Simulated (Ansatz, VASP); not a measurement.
## Two plane-wave programs on ZrSnI

```
Zr Sn I
1.0
     4.58270    0.00000    0.00000
     0.00000    4.58270    0.00000
     0.00000    0.00000    8.00449
Zr Sn I
2 2 2
Direct
  0.50000 0.00000 0.24684
  0.00000 0.50000 0.75316
  0.50000 0.00000 0.61591
  0.00000 0.50000 0.38409
  0.00000 0.00000 0.00000
  0.50000 0.50000 0.00000
```

Alike in both runs: functional PBE; k mesh 8 × 8 × 6; occupations gaussian, width 0.1 eV; no spin polarisation.

Ansatz relaxed the structure, and its values are those at the end. VASP's run is a single point on that final structure, the one shown.

|  | VASP | Ansatz |
| --- | --- | --- |
| version | VASP 6.6.1 | Ansatz 0.2.0 |
| potentials or method | VASP PAW PBE potentials, release 64 (Zr_sv, Sn_d, I), cutoff 520 eV | scalar-relativistic, plane waves, PAW |
| valence electrons in the cell | 66 | 86 |

```csv
,VASP,Ansatz,Ansatz less VASP
gap on the k mesh at the Fermi level (eV),none,none,-
pressure (GPa),0.0,0.0,+0.02
```

A gap of «none» marks a metal or a gap that the smearing closes. VASP's potentials hold 66 valence electrons a cell and Ansatz's 86, so a difference there can come from the potentials and not from the codes.

Spin-orbit coupling is off throughout.
